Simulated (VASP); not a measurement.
A run of VASP 6.6.1:

The input INCAR:

```
ALGO = Normal ; EDIFF = 1E-7
ENCUT = 520 ; ISIF = 2
ISMEAR = -1 ; LASPH = T
LCHARG = F ; LREAL = F
LWAVE = F ; NBANDS = 20
NELM = 80 ; PREC = Accurate
SIGMA = 0.1
```

File KPOINTS:

```
k-points
0
Gamma
  10 10 10
```

File POSCAR:

```
Tl
1.0
    0.0000000000      2.9666820710      2.9666820710
    2.9666820710      0.0000000000      2.9666820710
    2.9666820710      2.9666820710      0.0000000000
Tl
2
Direct
   -0.1250000000     -0.1250000000     -0.1250000000
    0.1250000000      0.1250000000      0.1250000000
```

Potentials or basis: VASP PAW LDA potentials, release 64 (Tl_d).

Command:

```console
$ cat potpaw_LDA.64/Tl_d/POTCAR > POTCAR
$ mpirun -np 1 vasp_std > vasp.out
```

Hardware: 1 thread of Oxide Virtual Turin-like Processor, with other jobs on the host.

Problem. How long does it take, and how much memory?

Solution. It took 48 s on 1 thread of Oxide Virtual Turin-like Processor, on a shared host, peak memory 0.14 GiB. Counts: scf iterations 12, k points 47.
